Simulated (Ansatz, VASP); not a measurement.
One calculation of BiTe, two programs

Contents of INCAR:

```
PREC = Accurate
ENCUT = 520
EDIFF = 1E-6
ISMEAR = 0
SIGMA = 0.15
LREAL = False
LASPH = True
NELM = 60
ALGO = Normal
ISIF = 2
LWAVE = False
LCHARG = False
GGA = PE
NBANDS = 18
```

The input KPOINTS:

```
regular mesh
0
Gamma
  12 12 12
```

Contents of POSCAR:

```
BiTe
1.0
    0.0000000000      3.2511939987      3.0993632390
    3.2511939987      0.0000000000      3.0993632390
    3.2511939987      3.2511939987      0.0000000000
Bi Te
1 1
Direct
    0.0305179670      0.0305179670     -0.0305179670
    0.4500183625      0.4500183625      0.5499816375
```

Input for Ansatz:

```yaml
crystal:
  lattice:
    - [0.0, 3.2511939987, 3.099363239]
    - [3.2511939987, 0.0, 3.099363239]
    - [3.2511939987, 3.2511939987, 0.0]
  atoms:
    - { symbol: Bi, position: [0.030517967, 0.030517967, -0.030517967] }
    - { symbol: Te, position: [0.4500183625, 0.4500183625, 0.5499816375] }
basis:
  ecutwfc: 420
kpoints:
  mp_grid: { grid: [12, 12, 12] }
hamiltonian:
  xc: pbe
scf:
  occupations: { method: gaussian, width: 0.15 }
output:
  forces: true
  stress: true
  eigenvalues: true
```

Change from the starting cell: mode 6 frozen in at -0.325 Å, normal strain along z -0.0467.

Alike in both runs: task single point; functional PBE; k mesh 12 × 12 × 12; occupations gaussian, width 0.15 eV; no spin polarisation.

|  | VASP | Ansatz |
| --- | --- | --- |
| version | VASP 6.6.1 | Ansatz 0.2.0 |
| potentials or method | VASP PAW PBE potentials, release 64 (Bi_d, Te), cutoff 520 eV | scalar-relativistic, plane waves, PAW |
| valence electrons in the cell | 21 | 31 |

|  | VASP | Ansatz | Ansatz less VASP |
| --- | --- | --- | --- |
| gap on the k mesh at the Fermi level (eV) | none | none | - |
| pressure (GPa) | 9.5 | 9.4 | -0.01 |
| traceless stress, the component that is largest in VASP (GPa) | 11.55 | 11.46 | -0.085 |
| rms of the force components (eV/Å) | 2.038 | 2.022 | -0.0156 |

Atom by atom the forces differ by 0.016 eV/Å (rms over components). A gap of «none» marks a metal or a gap that the smearing closes. With one functional, cell and mesh, what is left measures potentials, basis and numerics. VASP's potentials hold 21 valence electrons a cell and Ansatz's 31, so a difference there can come from the potentials and not from the codes.

Spin-orbit coupling is off throughout.
